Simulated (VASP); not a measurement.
# Zn2CdTe3 (P3m1) in VASP: a series of runs

Runs on Zn2CdTe3. Level: PBE. Tasks: relaxation of shape and atoms at fixed volume.

All numbers are computed with VASP 6.6.1; they aren't measurements. Logs are shortened: lines on timing, memory, paths and dates and some standing lists are left out, and cuts for length are marked.

## 1. The cell of the first run

Symmetry: P3m1, No. 156, trigonal system. The conventional cell has a = 4.275 Å, b = 4.275 Å, c = 10.571 Å, α = 90.00°, β = 90.00°, γ = 120.00°. Within 3.4 Å of Zn (site symmetry 3m) lie 4 Te at 2.57 to 2.60 Å. Zn (site symmetry 3m) has 4 Te at 2.56 to 2.59 Å within 3.4 Å. Within 3.6 Å of Cd (site symmetry 3m) lie 4 Te at 2.71 to 2.72 Å. Te (site symmetry 3m) has 3 Zn at 2.60 Å and 1 Cd at 2.72 Å within 3.4 Å. Within 3.4 Å of Te (site symmetry 3m) lie 4 Zn at 2.57 to 2.59 Å. Te (site symmetry 3m) has 1 Zn at 2.56 Å and 3 Cd at 2.71 Å within 3.4 Å.

## 2. Relaxation of shape and atoms at fixed volume, PBE (27.89 Å³/atom)

INCAR

```
ALGO = Normal
EDIFF = 1E-7
EDIFFG = -0.01
ENCUT = 600
GGA = PE
IBRION = 2
ISIF = 4
ISMEAR = 0
LASPH = T
LCHARG = F
LREAL = F
LWAVE = F
NELM = 100
NSW = 50
PREC = Accurate
SIGMA = 0.02
```

KPOINTS

```
k-points
0
Gamma
  6 6 4
```

POSCAR

```
Zn2CdTe3
1.0
    4.2750466699      0.0000000000      0.0000000000
   -2.1375233350      3.7022990185      0.0000000000
    0.0000000000      0.0000000000     10.5711574876
Zn Cd Te
2 1 3
Direct
    0.3333333333      0.6666666667      0.6606310856
    0.6666666667      0.3333333333      0.3418969339
    0.0000000000      0.0000000000      0.9942373301
    0.0000000000      0.0000000000      0.7365756144
    0.3333333333      0.6666666667      0.4172679949
    0.6666666667      0.3333333333      0.0993910413
```

Potentials or basis: VASP PAW PBE potentials, release 64 (Zn, Cd, Te).

Launch:

```console
$ cat potpaw_PBE.64/Zn/POTCAR potpaw_PBE.64/Cd/POTCAR potpaw_PBE.64/Te/POTCAR > POTCAR
$ mpirun -np 1 vasp_std > vasp.out
```

OUTCAR:

```text
EDIFF = 1E-7
   EDIFFG = -0.01
   ENCUT = 600
   GGA = PE
   IBRION = 2
   ISIF = 4
   ISMEAR = 0
   LASPH = T
   LREAL = F
   NELM = 100
   NSW = 50
   PREC = Accurate

 ion  position               nearest neighbor table
   1  0.333  0.667  0.661-   5 2.57   4 2.60   4 2.60   4 2.60
   2  0.667  0.333  0.342-   6 2.56   5 2.59   5 2.59   5 2.59
   3  0.000  0.000  0.994-   6 2.71   6 2.71   6 2.71   4 2.72
   4  0.000  0.000  0.737-   1 2.60   1 2.60   1 2.60   3 2.72
   5  0.333  0.667  0.417-   1 2.57   2 2.59   2 2.59   2 2.59
   6  0.667  0.333  0.099-   2 2.56   3 2.71   3 2.71   3 2.71

  LATTYP: Found a hexagonal cell.
 ALAT       =     4.2750466699
 C/A-ratio  =     2.4727583823

  Lattice vectors:

 A1 = (   4.2750466699,   0.0000000000,   0.0000000000)
 A2 = (  -2.1375233350,   3.7022990185,   0.0000000000)
 A3 = (   0.0000000000,   0.0000000000,  10.5711574876)

Analysis of symmetry for initial positions (statically):
=====================================================================
 Subroutine PRICEL returns:
 Original cell was already a primitive cell.

 Routine SETGRP: Setting up the symmetry group for a
 hexagonal supercell.

 Subroutine GETGRP returns: Found  6 space group operations
 (whereof  6 operations were pure point group operations)
 out of a pool of 24 trial point group operations.

The static configuration has the point symmetry C_3v.

Analysis of symmetry for dynamics (positions and initial velocities):
=====================================================================
 Subroutine PRICEL returns:
 Original cell was already a primitive cell.

 Routine SETGRP: Setting up the symmetry group for a
 hexagonal supercell.

 Subroutine GETGRP returns: Found  6 space group operations
 (whereof  6 operations were pure point group operations)
 out of a pool of 24 trial point group operations.

The dynamic configuration has the point symmetry C_3v.

 Subroutine INISYM returns: Found  6 space group operations
 (whereof  6 operations are pure point group operations),
 and found     1 'primitive' translations

----------------------------------------------------------------------------------------

                                     Primitive cell

  volume of cell :     167.3150

  direct lattice vectors                    reciprocal lattice vectors
     4.275046670  0.000000000  0.000000000     0.233915575  0.135051220  0.000000000
    -2.137523335  3.702299019  0.000000000     0.000000000  0.270102440  0.000000000
     0.000000000  0.000000000 10.571157488     0.000000000  0.000000000  0.094597020

  length of vectors
     4.275046670  4.275046670 10.571157488     0.270102440  0.270102440  0.094597020

  position of ions in fractional coordinates (direct lattice)
     0.333333333  0.666666667  0.660631086
     0.666666667  0.333333333  0.341896934
     0.000000000  0.000000000  0.994237330
     0.000000000  0.000000000  0.736575614
     0.333333333  0.666666667  0.417267995
     0.666666667  0.333333333  0.099391041

  ion indices of the primitive-cell ions
   primitive index   ion index
                 1           1
                 2           2
                 3           3
                 4           4
                 5           5
                 6           6

----------------------------------------------------------------------------------------

 KPOINTS: k-points

Automatic generation of k-mesh.
 Grid dimensions read from file:
 generate k-points for:    6    6    4

 Generating k-lattice:

  Cartesian coordinates                     Fractional coordinates (reciprocal lattice)
     0.038985929  0.022508537  0.000000000     0.166666667  0.000000000  0.000000000
     0.000000000  0.045017073  0.000000000     0.000000000  0.166666667  0.000000000
     0.000000000  0.000000000  0.023649255     0.000000000  0.000000000  0.250000000

  Length of vectors
     0.045017073  0.045017073  0.023649255

  Shift w.r.t. Gamma in fractional coordinates (k-lattice)
     0.000000000  0.000000000  0.000000000

 Subroutine IBZKPT returns following result:
 ===========================================

 Found     24 irreducible k-points:

 Following reciprocal coordinates:
            Coordinates               Weight
  0.000000  0.000000  0.000000      1.000000
  0.166667 -0.000000  0.000000      6.000000
  0.333333  0.000000  0.000000      6.000000
  0.500000 -0.000000  0.000000      3.000000
  0.166667  0.166667  0.000000      6.000000
  0.333333  0.166667  0.000000     12.000000
[... 16 lines left out ...]
  0.333333  0.166667  0.500000     12.000000
  0.333333  0.333333  0.500000      2.000000
   k-points           NKPTS =     24   k-points in BZ     NKDIM =     24   number of bands    NBANDS=     32
   number of dos      NEDOS =    301   number of ions     NIONS =      6
   total plane-waves  NPLWV = 108864
   dimension x,y,z NGX =    36 NGY =   36 NGZ =   84
   dimension x,y,z NGXF=    72 NGYF=   72 NGZF=  168
   ions per type =               2   1   3
   NGX,Y,Z   is equivalent  to a cutoff of  14.00, 14.00, 13.21 a.u.
   NGXF,Y,Z  is equivalent  to a cutoff of  28.00, 28.00, 26.42 a.u.
 SYSTEM =  unknown system
   PREC   = accura    normal or accurate (medium, high low for compatibility)
   ISTART =      0    job   : 0-new  1-cont  2-samecut
   ICHARG =      2    charge: 1-file 2-atom 10-const
   ISPIN  =      1    spin polarized calculation?
   LNONCOLLINEAR =      F non collinear calculations
   LSORBIT =      F    spin-orbit coupling
   LASPH  =      T    aspherical Exc in radial PAW
   ENCUT  =  600.0 eV  44.10 Ry    6.64 a.u.   8.54  8.54 21.11*2*pi/ulx,y,z
   NELM   =    100;   NELMIN=  2; NELMDL= -5     # of ELM steps
   EDIFF  = 0.1E-06   stopping-criterion for ELM
   LREAL  =      F    real-space projection
   EDIFFG = -.1E-01   stopping-criterion for IOM
   NSW    =     50    number of steps for IOM
   IBRION =      2    ionic relax: 0-MD 1-quasi-New 2-CG
   NFREE  =      1    steps in history (QN), initial steepest desc. (CG)
   ISIF   =      4    stress and relaxation
   ISYM   =      2    0-nonsym 1-usesym 2-fastsym
   POTIM  = 0.5000    time-step for ionic-motion
   TEBEG  =    0.0;   TEEND  =   0.0 temperature during run
   PSTRESS=    0.0 pullay stress
   NELECT =      54.0000    total number of electrons
   NUPDOWN=      -1.0000    fix difference up-down
   EMIN   =  10.00;   EMAX   =-10.00  energy-range for DOS
   EFERMI =   0.00;   METHOD = LEGACY
   ISMEAR =     0;   SIGMA  =   0.02  broadening in eV -4-tet -1-fermi 0-gaus
   EFERMI_NEDOS =   21; number of points for ismear=-14 and -15
   IALGO  =     38    algorithm
   IMIX   =      4    mixing-type and parameters
     AMIX     =   0.40;   BMIX     =  1.00
     AMIX_MAG =   1.60;   BMIX_MAG =  1.00
  volume/ion in A,a.u.               =      27.89       188.18
  Fermi-wavevector in a.u.,A,eV,Ry     =   1.122952  2.122071 17.157229  1.261021
  Thomas-Fermi vector in A             =   2.259615
   LORBIT       =      0    0 simple, 1 ext, 2 COOP (PROOUT), +10 PAW based schemes
   GGA     = PE    functional components
   LHFCALC =     F    Hartree Fock is set to
   AEXX    =    0.0000 exact exchange contribution
   IVDW    =     0    specifies the selected vdW correction
   LEPSILON=     F    determine dielectric tensor
   LRPA    =     F    only Hartree local field effects (RPA)
 conjugate gradient relaxation of ions
 non-spin polarized calculation
 Gauss-broadening in eV      SIGMA  =   0.02
  energy-cutoff  :      600.00
  volume of cell :      167.32
 maximum number of plane-waves:      5646
 NGX is ok and might be reduce to    36
   NGX = 17   NGY = 17   NGZ = 43

--------------------------------------- Ionic step        1  -------------------------------------------

 number of electron      53.9999994 magnetization

 Free energy of the ion-electron system (eV)
  ---------------------------------------------------
  ext. energy  EPLUGINS =         0.00000000
  ---------------------------------------------------
  free energy    TOTEN  =       -14.63062443 eV

  energy without entropy =      -14.63062443  energy(sigma->0) =      -14.63062443

------------------------ aborting loop because EDIFF is reached ----------------------------------------

  FORCE on cell =-STRESS in cart. coord.  units (eV):
  Direction    XX          YY          ZZ          XY          YZ          ZX
  --------------------------------------------------------------------------------------
  -------------------------------------------------------------------------------------
  Total        7.2392792      7.2392792      7.3623743     -0.0000000      0.0000000      0.0000000
  in kB       69.3219885     69.3219885     70.5007249     -0.0000000      0.0000000      0.0000000
  external PRESSURE =      69.7149006 kB  Pullay stress =       0.0000000 kB
[... 185 lines left out ...]
  energy  without entropy=      -14.6312859534  energy(sigma->0) =      -14.63128595

--------------------------------------- Ionic step        6  -------------------------------------------

 number of electron      53.9999994 magnetization

 Free energy of the ion-electron system (eV)
  ---------------------------------------------------
  ext. energy  EPLUGINS =         0.00000000
  ---------------------------------------------------
  free energy    TOTEN  =       -14.63135522 eV

  energy without entropy =      -14.63135522  energy(sigma->0) =      -14.63135522

 E-fermi :   4.0062     XC(G=0):  -9.1890

 val. band max:        3.8648155770   @ k =   0.0000   0.0000   0.0000
 cond. band min:       5.0081993526   @ k =   0.0000   0.0000   0.0000
 fundamental gap:      1.1433837756
 Fermi energy:         4.0062317648

 k-point     1 :       0.0000    0.0000    0.0000
  band No.  band energies     occupation
      1      -8.4432      2.00000
      2      -7.8874      2.00000
      3      -7.6041      2.00000
      4      -4.8141      2.00000
      5      -4.8141      2.00000
      6      -4.7112      2.00000
[... 862 lines left out ...]
  FREE ENERGIE OF THE ION-ELECTRON SYSTEM (eV)
  ---------------------------------------------------
  free  energy   TOTEN  =       -14.6313552231 eV

  energy  without entropy=      -14.6313552231  energy(sigma->0) =      -14.63135522

 reached required accuracy - stopping structural energy minimisation
```

It took 9.6 min on 1 thread of Intel Xeon 8259CL, shared host; peak memory 0.41 GiB.

What came out:

```yaml
Free_energy: -14.6314 eV
Energy_gained_by_relaxing: 0.1 meV/atom
Ionic_steps: 6
Pressure_after_relaxing: 6.9 GPa
Band_gap_on_the_k_mesh: 1.14 eV
```

Forces in eV/Å, atoms in the order of the input:
```
Zn   0.000  0.000 -0.002
Zn   0.000  0.000  0.002
Cd   0.000  0.000  0.000
Te   0.000  0.000 -0.001
Te   0.000  0.000  0.002
Te   0.000  0.000  0.000
```

Step by step:
| step | energy change (eV) | largest force (eV/Å) | pressure (GPa) | volume (Å³) |
| --- | --- | --- | --- | --- |
| 1 | 0.0000 | 0.0558 | 6.97 | 167.32 |
| 2 | -0.0004 | 0.0419 | 6.96 | 167.32 |
| 3 | -0.0005 | 0.0348 | 6.95 | 167.32 |
| 4 | -0.0007 | 0.0177 | 6.94 | 167.32 |
| 5 | -0.0007 | 0.0187 | 6.94 | 167.32 |
| 6 | -0.0007 | 0.0022 | 6.94 | 167.32 |

Final structure:
```cif
data_structure
_symmetry_space_group_name_H-M 'P 1'
_symmetry_Int_Tables_number 1
_cell_length_a 4.2720
_cell_length_b 4.2720
_cell_length_c 10.5863
_cell_angle_alpha 90.000
_cell_angle_beta 90.000
_cell_angle_gamma 120.000
_cell_volume 167.32
loop_
_atom_site_label
_atom_site_type_symbol
_atom_site_fract_x
_atom_site_fract_y
_atom_site_fract_z
_atom_site_occupancy
Zn1 Zn 0.33333 0.66667 0.66062 1
Zn2 Zn 0.66667 0.33333 0.34242 1
Cd1 Cd 0.00000 0.00000 0.99334 1
Te1 Te 0.00000 0.00000 0.73611 1
Te2 Te 0.33333 0.66667 0.41737 1
Te3 Te 0.66667 0.33333 0.10014 1
```

Caveat: spin-orbit coupling is left out, which moves the levels of the heavy elements. A k mesh can miss the band edges.

## 3. Relaxation of shape and atoms at fixed volume, PBE (28.84 Å³/atom)

This run uses another cell than the first one, of 28.84 Å³/atom.

INCAR

```
PREC     = Accurate       # precision mode
ENCUT    = 600            # plane-wave cutoff, eV
EDIFF    = 1E-6           # SCF threshold, eV
ISMEAR   = 0              # smearing method
SIGMA    = 0.02           # smearing width, eV
LREAL    = F              # projectors in reciprocal space
LASPH    = T              # aspherical terms in the spheres
NELM     = 100            # most SCF steps
ALGO     = Normal         # electronic algorithm
ISIF     = 4              # what is computed and relaxed
LWAVE    = F              # write WAVECAR
LCHARG   = F              # write CHGCAR
GGA      = PE             # functional
IBRION   = 2              # ionic algorithm
NSW      = 50             # ionic steps
EDIFFG   = -0.01          # ionic threshold
```

KPOINTS

```
Automatic mesh
0
Gamma
  6 6 4
```

POSCAR

```
Zn2CdTe3
1.0
    4.3255954377      0.0000000000      0.0000000000
   -2.1627977189      3.7460755356      0.0000000000
    0.0000000000      0.0000000000     10.6775394945
Zn Cd Te
2 1 3
Direct
    0.3333333333      0.6666666667      0.6606167741
    0.6666666667      0.3333333333      0.3414502089
    0.0000000000      0.0000000000      0.9950303082
    0.0000000000      0.0000000000      0.7369199481
    0.3333333333      0.6666666667      0.4171772861
    0.6666666667      0.3333333333      0.0988054747
```

Potentials or basis: VASP PAW PBE potentials, release 64 (Zn, Cd, Te).

Launch:

```console
$ cat potpaw_PBE.64/Zn/POTCAR potpaw_PBE.64/Cd/POTCAR potpaw_PBE.64/Te/POTCAR > POTCAR
$ mpirun -np 1 vasp_std > vasp.out
```

Run time: 8.4 min. Hardware: 1 thread of Intel Xeon 8259CL, shared host; peak memory 0.43 GiB.

Results (log left out):

```yaml
Free_energy: -14.8393 eV
Energy_gained_by_relaxing: 0.1 meV/atom
Ionic_steps: 6
Pressure_after_relaxing: 4.8 GPa
Largest_force_after_relaxing: 0.004 eV/Å
Band_gap_on_the_k_mesh: 1.03 eV
```

Forces in eV/Å, atoms in the order of the input:
```
Zn   0.000  0.000 -0.002
Zn   0.000  0.000  0.004
Cd   0.000  0.000 -0.001
Te   0.000  0.000 -0.003
Te   0.000  0.000  0.002
Te   0.000  0.000 -0.001
```

The path:
| step | energy change (eV) | largest force (eV/Å) | pressure (GPa) | volume (Å³) |
| --- | --- | --- | --- | --- |
| 1 | 0.0000 | 0.0525 | 4.79 | 173.02 |
| 2 | -0.0003 | 0.0393 | 4.77 | 173.02 |
| 3 | -0.0005 | 0.0333 | 4.76 | 173.02 |
| 4 | -0.0006 | 0.0185 | 4.76 | 173.02 |
| 5 | -0.0006 | 0.0157 | 4.75 | 173.02 |
| 6 | -0.0006 | 0.0043 | 4.76 | 173.02 |

Final structure:
```
Zn Cd Te
1.0
     4.32305    0.00000    0.00000
    -2.16153    3.74387    0.00000
     0.00000    0.00000   10.69010
Zn Cd Te
2 1 3
Direct
  0.33333 0.66667 0.66065
  0.66667 0.33333 0.34196
  0.00000 0.00000 0.99419
  0.00000 0.00000 0.73646
  0.33333 0.66667 0.41725
  0.66667 0.33333 0.09949
```

Levels at points of the mesh, in eV from the valence-band top:
| k point | band 25 | band 26 | band 27 | band 28 | band 29 | band 30 |
| --- | --- | --- | --- | --- | --- | --- |
| (0.00, 0.00, 0.00) | -0.21 | 0.00 | 0.00 | 1.03 | 1.53 | 2.35 |
| (0.50, 0.00, 0.00) | -2.10 | -1.61 | -1.15 | 2.10 | 2.15 | 2.56 |
| (0.00, 0.00, 0.50) | -0.58 | -0.12 | -0.12 | 1.50 | 1.81 | 2.59 |
| (0.50, 0.00, 0.50) | -1.93 | -1.10 | -0.93 | 1.65 | 2.18 | 2.80 |

Caveat: spin-orbit coupling is left out, which moves the levels of the heavy elements. A k mesh can miss the band edges.
